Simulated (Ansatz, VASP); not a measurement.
**One calculation of Ge, two programs**

The input INCAR:

```
SYSTEM = Ge
ALGO = Normal
EDIFF = 1E-8
ENCUT = 520
GGA = PE
ISIF = 2
ISMEAR = -1
LASPH = .True.
LCHARG = .False.
LEFG = .True.
LREAL = .False.
LWAVE = .False.
NBANDS = 21
NELM = 80
PREC = Accurate
SIGMA = 0.05
```

KPOINTS

```
k-points
0
Gamma
  10 10 10
  0 0 0
```

The input POSCAR:

```
Ge
1.0
   -0.0565754000      2.8004823000      2.8004823000
    2.8004823000     -0.0565754000      2.8004823000
    2.8004823000      2.8004823000     -0.0565754000
Ge
2
Direct
    0.5000000000      0.5000000000      0.5000000000
    0.7500000000      0.7500000000      0.7500000000
```

Input for Ansatz:

```yaml
crystal:
  lattice:
    - [-0.0565754, 2.8004823, 2.8004823]
    - [2.8004823, -0.0565754, 2.8004823]
    - [2.8004823, 2.8004823, -0.0565754]
  atoms:
    - { symbol: Ge, position: [0.5, 0.5, 0.5] }
    - { symbol: Ge, position: [0.75, 0.75, 0.75] }
kpoints:
  mp_grid: { grid: [10, 10, 10] }
scf:
  occupations: { method: fermi_dirac, width: 0.05 }
hamiltonian:
  xc: pbe
  pseudopotentials: { kind: all_electron, datasets: crystal }
output:
  forces: true
  stress: true
  eigenvalues: true
  efg: { contact_densities: true }
```

Change from the starting cell: equal xy, yz and zx shear strains of -2 %, crystal datasets.

Alike in both runs: task electric field gradients; functional PBE; k mesh 10 × 10 × 10; occupations fermi-dirac, width 0.05 eV; no spin polarisation.

|  | VASP | Ansatz |
| --- | --- | --- |
| version | VASP 6.6.1 | Ansatz 0.2.0 |
| potentials or method | VASP PAW PBE potentials, release 64 (Ge_d), cutoff 520 eV | all-electron PAW with datasets made for the crystal, scalar-relativistic |

|  | VASP | Ansatz | Ansatz less VASP |
| --- | --- | --- | --- |
| pressure (GPa) | 3.7 | 3.8 | +0.06 |
| traceless stress, the component that is largest in VASP (GPa) | 1.78 | 1.78 | 0.000 |
| rms of the force components (eV/Å) | 0.208 | 0.208 | +0.0008 |
| size of Vzz on the site where it differs most (V/Å²) | 19.9 | 19.6 | -0.30 |

Atom by atom the forces differ by 0.001 eV/Å (rms over components). Ansatz ran all-electron here, and VASP with PAW potentials.
